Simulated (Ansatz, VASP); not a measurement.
Two plane-wave programs on YSb

File INCAR:

```
  PREC = Accurate
  ENCUT = 520
  EDIFF = 1E-7
  ISMEAR = -1
  SIGMA = 0.1
  LREAL = F
  LASPH = T
  NELM = 100
  ALGO = Normal
  ISIF = 2
  LWAVE = F
  LCHARG = T
  LELF = T
  LVHAR = T
  NBANDS = 15
```

Contents of KPOINTS:

```
regular mesh
0
Gamma
  12 12 12
```

POSCAR

```
YSb
1.0
    0.0000000000      2.6022456419      2.6022456419
    2.6022456419      0.0000000000      2.6022456419
    2.6022456419      2.6022456419      0.0000000000
Y Sb
1 1
Direct
    0.0000000000      0.0000000000      0.0000000000
    0.2500000000      0.2500000000      0.2500000000
```

Input for Ansatz:

```yaml
crystal:
  lattice:
    - [0.0, 2.6022456419, 2.6022456419]
    - [2.6022456419, 0.0, 2.6022456419]
    - [2.6022456419, 2.6022456419, 0.0]
  atoms:
    - { symbol: "Y", position: [0.0, 0.0, 0.0] }
    - { symbol: Sb, position: [0.25, 0.25, 0.25] }
kpoints:
  mp_grid: { grid: [12, 12, 12] }
scf:
  occupations: { method: fermi_dirac, width: 0.1 }
hamiltonian:
  xc: lda
  pseudopotentials: { kind: paw }
output:
  forces: true
  stress: true
  eigenvalues: true
  populations: true
```

Change from the starting cell: volume scaled by 0.45, PAW files.

Alike in both runs: task single point; functional LDA; k mesh 12 × 12 × 12; occupations fermi-dirac, width 0.1 eV; no spin polarisation.

```csv
,VASP,Ansatz
version,VASP 6.6.1,Ansatz 0.2.0
potentials or method,"VASP PAW LDA potentials, release 64 (Y_sv, Sb)","PAW with Ansatz's default frozen-core files, scalar-relativistic"
plane-wave cutoff (eV),520,420
valence electrons in the cell,16,26
```

Ansatz gave:

| Item | Value |
| --- | --- |
| pressure (GPa) | 144.6 |

Task: Which values does VASP return?

Result: Pressure (GPa): 145.1.

LDA's correlation is that of Perdew and Zunger in VASP and of Perdew and Wang (1992) in Ansatz. Both programs put the cell under a high pressure, so it lies far from rest at this level. VASP's potentials hold 16 valence electrons a cell and Ansatz's 26, so a difference there can come from the potentials and not from the codes.

Neither program's run includes spin-orbit coupling. Noted on VASP's run: the cell as given lies far from equilibrium.
